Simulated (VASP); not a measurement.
# Si (a cell with a defect) in VASP: a series of runs

Si (a cell with a defect) is run at these levels: PBE; tasks: single point.

Everything below comes from runs of VASP 6.6.1. Logs are shortened: lines on timing, memory, paths and dates and some standing lists are left out, and cuts for length are marked.

### Step 1. The cell of the first run

The cell holds a defect, 63 atoms: a = 10.860 Å, b = 10.860 Å, c = 10.860 Å, α = 90.00°, β = 90.00°, γ = 90.00°.

### Step 2. Single point, PBE

Input file INCAR:

```
PREC = Accurate
ENCUT = 520
EDIFF = 1E-7
ISMEAR = 0
SIGMA = 0.05
LREAL = Auto
LASPH = T
NELM = 60
ALGO = Normal
ISIF = 2
LWAVE = F
LCHARG = T
GGA = PE
LELF = T
LVHAR = T
NELECT = 250.0
NBANDS = 163
```

Input file KPOINTS:

```
Automatic mesh
0
Gamma
  1 1 1
```

Input file POSCAR:

```
Si
1.0
   10.8600000000      0.0000000000      0.0000000000
    0.0000000000     10.8600000000      0.0000000000
    0.0000000000      0.0000000000     10.8600000000
Si
63
Direct
    0.4992574586     -0.0020773481      0.0003117864
    0.6243220074      0.1264062615      0.1258072744
    0.7498511971      0.2502483425     -0.0001099448
    0.8737656538      0.3757223757      0.1258017495
    0.7483778085      0.0115863720      0.2616577348
    0.7952329650      0.2046046041      0.4534493554
   -0.0019788214      0.0021162983      0.0030690608
    0.1176090239      0.1272266114      0.1325808471
    0.2483863720      0.2508511050      0.0015294659
    0.3750000921      0.3769117864      0.1245835175
    0.5008248619      0.4993304788     -0.0025406077
    0.6233147330      0.6251092081      0.1245822284
    0.7493396869      0.7518961326      0.0016853591
    0.8728715470      0.8828149171      0.1328054328
    0.2473429098      0.0020383057      0.2518568140
    0.3747949355      0.1255159300      0.3753001842
    0.4998542357      0.2503982505      0.2497918048
    0.6386859116      0.3614726519      0.3732788214
    0.7498148250      0.5002395948      0.2497944751
    0.8746356354      0.6253943831      0.3752756906
    0.4999035912      0.0002172192      0.5002858195
    0.6385935543      0.1237699816      0.6114487109
    0.8762563536      0.3615923573      0.6114739411
    0.7499707182      0.0002363720      0.7498973297
    0.8747012891      0.1254248619      0.8753767956
    0.0022309392      0.5008967772      0.0003386740
    0.1235421731      0.6280654696      0.1264375691
    0.2497383057      0.7503831492      0.0002101289
    0.3721267956      0.8765510129      0.1263943831
   -0.0109818600      0.2517595764      0.2612668508
    0.1242076427      0.3758690608      0.3765027624
    0.2495977901      0.5010108656      0.2480109576
    0.3771095764      0.6230634438      0.3757944751
    0.4991769797      0.7505026703      0.2479625230
    0.6242233886      0.8759397790      0.3764692449
   -0.0096129834      0.0098255985      0.5017229282
    0.1242428177      0.1265429098      0.6254846225
    0.2503058011      0.2503508287      0.5001110497
    0.3780368324      0.3739399632      0.6238088398
    0.5082664825      0.4919186004      0.4980052486
    0.6261790976      0.6221941068      0.6238290976
    0.7497782689      0.7498771639      0.5000837937
    0.8736657459      0.8758954880      0.6254416206
    0.2495589319     -0.0018974217      0.7509443831
    0.3768170350      0.1257647330      0.8733245856
    0.5079621547      0.2482245856      0.7422213628
    0.6261354512      0.3740067219      0.8723139963
    0.7518812155      0.4923380295      0.7423341621
    0.8744439227      0.6234569982      0.8734263352
   -0.0019233886      0.7529133517      0.2518790055
    0.1183485267      0.8818503683      0.3769405157
   -0.0001610497      0.5001855433      0.5002403315
    0.1253509208      0.6249272560      0.6268289134
    0.2488916206      0.7512343462      0.5008627072
    0.3751418969      0.8747856354      0.6268698895
   -0.0001802026      0.2501976980      0.7498915285
    0.1253457643      0.3767301105      0.8746935543
    0.2526466851      0.4991373849      0.7490330571
    0.3747574586      0.6253712707      0.8751772560
    0.5009674033      0.7475317680      0.7490815838
    0.6234539595      0.8747872007      0.8747325967
    0.0021040516      0.7505659300      0.7509155617
    0.1234379374      0.8767015654      0.8780863720
```

Potentials or basis: VASP PAW PBE potentials, release 64 (Si).

Command:

```console
> cat potpaw_PBE.64/Si/POTCAR > POTCAR
> mpirun -np 1 vasp_gam > vasp.out
```

OUTCAR:

```text
PREC = Accurate
   ENCUT = 520
   EDIFF = 1E-7
   ISMEAR = 0
   LREAL = Auto
   LASPH = T
   NELM = 60
   ISIF = 2
   GGA = PE
   NELECT = 250.0

 ion  position               nearest neighbor table
   1  0.499  0.998  0.000-  61 2.34  29 2.35  45 2.37   2 2.38
   2  0.624  0.126  0.126-  17 2.34   3 2.35   5 2.36   1 2.38
   3  0.750  0.250  1.000-  25 2.35  47 2.35   2 2.35   4 2.35
   4  0.874  0.376  0.126-  19 2.34   3 2.35  30 2.35  26 2.38
   5  0.748  0.012  0.262-  35 2.35   2 2.36  14 2.40   6 3.00
   6  0.795  0.205  0.453-  18 2.56  22 2.57  23 2.57   5 3.00  30 3.01  36 3.04
   7  0.998  0.002  0.003-  25 2.35  14 2.35   8 2.35  63 2.36
   8  0.118  0.127  0.133-   7 2.35  15 2.35  30 2.39   9 2.42
   9  0.248  0.251  0.002-  10 2.36  57 2.36  45 2.39   8 2.42
  10  0.375  0.377  0.125-  32 2.34  11 2.35   9 2.36  17 2.36
  11  0.501  0.499  0.997-  59 2.35  10 2.35  12 2.35  47 2.36
  12  0.623  0.625  0.125-  34 2.34  11 2.35  13 2.36  19 2.36
[... 49 lines left out ...]
  62  0.002  0.751  0.751-  53 2.34  63 2.35  49 2.37  43 2.38
  63  0.123  0.877  0.878-  62 2.35  44 2.35  28 2.35   7 2.36

  LATTYP: Found a simple cubic cell.
 ALAT       =    10.8600000000

  Lattice vectors:

 A1 = (  10.8600000000,   0.0000000000,   0.0000000000)
 A2 = (   0.0000000000,  10.8600000000,   0.0000000000)
 A3 = (   0.0000000000,   0.0000000000,  10.8600000000)

Analysis of symmetry for initial positions (statically):
=====================================================================
 Subroutine PRICEL returns:
 Original cell was already a primitive cell.

 Routine SETGRP: Setting up the symmetry group for a
 simple cubic supercell.

 Subroutine GETGRP returns: Found  1 space group operations
 (whereof  1 operations were pure point group operations)
 out of a pool of 48 trial point group operations.

The static configuration has the point symmetry C_1 .

Analysis of symmetry for dynamics (positions and initial velocities):
=====================================================================
 Subroutine PRICEL returns:
 Original cell was already a primitive cell.

 Routine SETGRP: Setting up the symmetry group for a
 simple cubic supercell.

 Subroutine GETGRP returns: Found  1 space group operations
 (whereof  1 operations were pure point group operations)
 out of a pool of 48 trial point group operations.

The dynamic configuration has the point symmetry C_1 .

 Subroutine INISYM returns: Found  1 space group operations
 (whereof  1 operations are pure point group operations),
 and found     1 'primitive' translations

----------------------------------------------------------------------------------------

                                     Primitive cell

  volume of cell :    1280.8241

  direct lattice vectors                    reciprocal lattice vectors
    10.860000000  0.000000000  0.000000000     0.092081031  0.000000000  0.000000000
     0.000000000 10.860000000  0.000000000     0.000000000  0.092081031  0.000000000
     0.000000000  0.000000000 10.860000000     0.000000000  0.000000000  0.092081031

  length of vectors
    10.860000000 10.860000000 10.860000000     0.092081031  0.092081031  0.092081031

  position of ions in fractional coordinates (direct lattice)
     0.499257459  0.997922652  0.000311786
     0.624322007  0.126406262  0.125807274
     0.749851197  0.250248343  0.999890055
     0.873765654  0.375722376  0.125801749
     0.748377809  0.011586372  0.261657735
     0.795232965  0.204604604  0.453449355
[... 55 lines left out ...]
     0.002104052  0.750565930  0.750915562
     0.123437937  0.876701565  0.878086372

  ion indices of the primitive-cell ions
   primitive index   ion index
                 1           1
                 2           2
                 3           3
                 4           4
                 5           5
                 6           6
[... 55 lines left out ...]
                62          62
                63          63

----------------------------------------------------------------------------------------

 KPOINTS: Automatic mesh

Automatic generation of k-mesh.
 Grid dimensions read from file:
 generate k-points for:    1    1    1

 Generating k-lattice:

  Cartesian coordinates                     Fractional coordinates (reciprocal lattice)
     0.092081031  0.000000000  0.000000000     1.000000000  0.000000000  0.000000000
     0.000000000  0.092081031  0.000000000     0.000000000  1.000000000  0.000000000
     0.000000000  0.000000000  0.092081031     0.000000000  0.000000000  1.000000000

  Length of vectors
     0.092081031  0.092081031  0.092081031

  Shift w.r.t. Gamma in fractional coordinates (k-lattice)
     0.000000000  0.000000000  0.000000000

 Subroutine IBZKPT returns following result:
 ===========================================

 Found      1 irreducible k-points:

 Following reciprocal coordinates:
            Coordinates               Weight
  0.000000  0.000000  0.000000      1.000000
   k-points           NKPTS =      1   k-points in BZ     NKDIM =      1   number of bands    NBANDS=    163
   number of dos      NEDOS =    301   number of ions     NIONS =     63
   total plane-waves  NPLWV = 592704
   dimension x,y,z NGX =    84 NGY =   84 NGZ =   84
   dimension x,y,z NGXF=   168 NGYF=  168 NGZF=  168
   ions per type =              63
   NGX,Y,Z   is equivalent  to a cutoff of  12.86, 12.86, 12.86 a.u.
   NGXF,Y,Z  is equivalent  to a cutoff of  25.72, 25.72, 25.72 a.u.
 SYSTEM =  unknown system
   PREC   = accura    normal or accurate (medium, high low for compatibility)
   ISTART =      0    job   : 0-new  1-cont  2-samecut
   ICHARG =      2    charge: 1-file 2-atom 10-const
   ISPIN  =      1    spin polarized calculation?
   LNONCOLLINEAR =      F non collinear calculations
   LSORBIT =      F    spin-orbit coupling
   LASPH  =      T    aspherical Exc in radial PAW
   ENCUT  =  520.0 eV  38.22 Ry    6.18 a.u.  20.19 20.19 20.19*2*pi/ulx,y,z
   NELM   =     60;   NELMIN=  2; NELMDL= -5     # of ELM steps
   EDIFF  = 0.1E-06   stopping-criterion for ELM
   LREAL  =      T    real-space projection
   EDIFFG = 0.1E-05   stopping-criterion for IOM
   NSW    =      0    number of steps for IOM
   IBRION =     -1    ionic relax: 0-MD 1-quasi-New 2-CG
   NFREE  =      0    steps in history (QN), initial steepest desc. (CG)
   ISIF   =      2    stress and relaxation
   ISYM   =      2    0-nonsym 1-usesym 2-fastsym
   POTIM  = 0.5000    time-step for ionic-motion
   TEBEG  =    0.0;   TEEND  =   0.0 temperature during run
   PSTRESS=    0.0 pullay stress
   NELECT =     250.0000    total number of electrons
   NUPDOWN=      -1.0000    fix difference up-down
   EMIN   =  10.00;   EMAX   =-10.00  energy-range for DOS
   EFERMI =   0.00;   METHOD = LEGACY
   ISMEAR =     0;   SIGMA  =   0.05  broadening in eV -4-tet -1-fermi 0-gaus
   EFERMI_NEDOS =   21; number of points for ismear=-14 and -15
   IALGO  =     38    algorithm
   IMIX   =      4    mixing-type and parameters
     AMIX     =   0.40;   BMIX     =  1.00
     AMIX_MAG =   1.60;   BMIX_MAG =  1.00
  volume/ion in A,a.u.               =      20.33       137.20
  Fermi-wavevector in a.u.,A,eV,Ry     =   0.949639  1.794557 12.269916  0.901813
  Thomas-Fermi vector in A             =   2.077940
   LORBIT       =      0    0 simple, 1 ext, 2 COOP (PROOUT), +10 PAW based schemes
   GGA     = PE    functional components
   LHFCALC =     F    Hartree Fock is set to
   AEXX    =    0.0000 exact exchange contribution
   IVDW    =     0    specifies the selected vdW correction
   LEPSILON=     F    determine dielectric tensor
   LRPA    =     F    only Hartree local field effects (RPA)
 non-spin polarized calculation
 Gauss-broadening in eV      SIGMA  =   0.05
  energy-cutoff  :      520.00
  volume of cell :     1280.82
 maximum number of plane-waves:     17229
 NGX is ok and might be reduce to    84
   NGX = 41   NGY = 41   NGZ = 41

 number of electron     249.9999991 magnetization

 Free energy of the ion-electron system (eV)
  ---------------------------------------------------
  ext. energy  EPLUGINS =         0.00000000
  ---------------------------------------------------
  free energy    TOTEN  =      -344.08545026 eV

  energy without entropy =     -344.08545026  energy(sigma->0) =     -344.08545026

 E-fermi :   5.6894     XC(G=0):  -9.3159

 val. band max:        5.4503320528   @ k =   0.0000   0.0000   0.0000
 cond. band min:       6.1660514773   @ k =   0.0000   0.0000   0.0000
 fundamental gap:      0.7157194245
 Fermi energy:         5.6894497024

 k-point     1 :       0.0000    0.0000    0.0000
  band No.  band energies     occupation
      1      -6.1544      2.00000
      2      -5.1176      2.00000
      3      -5.1166      2.00000
      4      -5.0781      2.00000
      5      -5.0769      2.00000
      6      -5.0596      2.00000
[... 129 lines left out ...]
    136       6.9006      0.00000
    137       6.9346      0.00000
 [bands above 137 left out]

------------------------ aborting loop because EDIFF is reached ----------------------------------------

  FORCE on cell =-STRESS in cart. coord.  units (eV):
  Direction    XX          YY          ZZ          XY          YZ          ZX
  --------------------------------------------------------------------------------------
  -------------------------------------------------------------------------------------
  Total      -10.4446048    -10.4684279    -10.5199114      2.1459351     -2.4101042      2.3457559
  in kB      -13.0651114    -13.0949117    -13.1593122      2.6843411     -3.0147891      2.9342960
  external PRESSURE =     -13.1064451 kB  Pullay stress =       0.0000000 kB

 VOLUME and BASIS-vectors are now :
 -----------------------------------------------------------------------------
  energy-cutoff  :      520.00
  volume of cell :     1280.82
      direct lattice vectors                 reciprocal lattice vectors
    10.860000000  0.000000000  0.000000000     0.092081031  0.000000000  0.000000000
     0.000000000 10.860000000  0.000000000     0.000000000  0.092081031  0.000000000
     0.000000000  0.000000000 10.860000000     0.000000000  0.000000000  0.092081031

 POSITION                                       TOTAL-FORCE (eV/Angst)
 -----------------------------------------------------------------------------------
      5.42194     10.83744      0.00339         0.007589     -0.003230      0.000252
      6.78014      1.37277      1.36627        -0.001131      0.015950     -0.001529
      8.14338      2.71770     10.85881        -0.001552      0.004407     -0.009911
      9.48910      4.08035      1.36621        -0.015986      0.003656     -0.004134
      8.12738      0.12583      2.84160         0.015011     -0.057410     -0.059093
      8.63623      2.22201      4.92446        -0.246642      0.248401      0.257867
[... 55 lines left out ...]
      0.02285      8.15115      8.15494         0.005211     -0.001137     -0.008855
      1.34054      9.52098      9.53602         0.004957     -0.004308     -0.008719
 -----------------------------------------------------------------------------------
    total drift:                               -0.017162      0.026381     -0.005826

  FREE ENERGIE OF THE ION-ELECTRON SYSTEM (eV)
  ---------------------------------------------------
  free  energy   TOTEN  =      -344.0854502639 eV

  energy  without entropy=     -344.0854502639  energy(sigma->0) =     -344.08545026
```

It took 4.1 min on 1 thread of Intel Xeon 6975P-C (Granite Rapids), shared host; peak memory 1 GiB.

What came out:

```yaml
Free_energy: -344.0855 eV
Largest_force: 0.435 eV/Å
```

Forces in eV/Å, atoms in the order of the input:
```
Si   0.008 -0.003  0.000
Si  -0.001  0.016 -0.002
Si  -0.002  0.004 -0.010
Si  -0.016  0.004 -0.004
Si   0.015 -0.057 -0.059
Si  -0.247  0.248  0.258
Si   0.003 -0.002 -0.004
Si   0.025 -0.014 -0.025
Si   0.010  0.006 -0.009
Si   0.004 -0.010 -0.001
Si   0.003 -0.004  0.004
Si   0.008 -0.004 -0.001
Si  -0.004 -0.010 -0.009
Si   0.010 -0.026 -0.025
Si   0.007 -0.003  0.000
Si   0.003 -0.002 -0.003
Si   0.000  0.001  0.000
Si  -0.014  0.013 -0.013
Si   0.000  0.002 -0.001
Si   0.001 -0.005 -0.003
Si  -0.003  0.000  0.006
Si  -0.004 -0.007  0.001
Si   0.006  0.002  0.000
Si  -0.003  0.003 -0.001
Si   0.000 -0.001 -0.005
Si   0.003 -0.008  0.000
Si   0.005 -0.008 -0.003
Si  -0.003  0.005  0.003
Si   0.010 -0.004 -0.003
Si   0.052 -0.014 -0.055
Si   0.006  0.003  0.015
Si   0.002 -0.007 -0.006
Si   0.003 -0.005  0.002
Si   0.007 -0.001 -0.005
Si  -0.001 -0.004  0.016
Si   0.038 -0.037 -0.009
Si   0.015  0.012  0.012
Si   0.010  0.003  0.003
Si   0.001 -0.002  0.001
Si  -0.008  0.009  0.008
Si   0.002 -0.002  0.002
Si  -0.004 -0.010  0.004
Si  -0.013 -0.015  0.013
Si   0.002 -0.005 -0.009
Si   0.005  0.011 -0.008
Si   0.000  0.000  0.001
Si   0.001  0.000 -0.004
Si   0.004 -0.003 -0.002
Si  -0.014 -0.007 -0.009
Si   0.004 -0.006  0.000
Si   0.027 -0.027 -0.024
Si   0.001  0.004  0.008
Si   0.000 -0.004 -0.014
Si   0.009 -0.009  0.011
Si   0.003  0.000 -0.014
Si   0.000  0.007  0.000
Si   0.000 -0.013 -0.004
Si  -0.001 -0.002  0.000
Si   0.006 -0.007 -0.006
Si   0.001  0.001 -0.001
Si   0.010 -0.001 -0.004
Si   0.005 -0.001 -0.009
Si   0.005 -0.004 -0.009
```

Caveat: the k points lie up to 0.58 Å⁻¹ apart; the cell carries a net charge on a neutralising background, which shifts energy and pressure; the cell is charged against a uniform background, so pressure and absolute levels hang on convention.

[end of part 1 of 2]
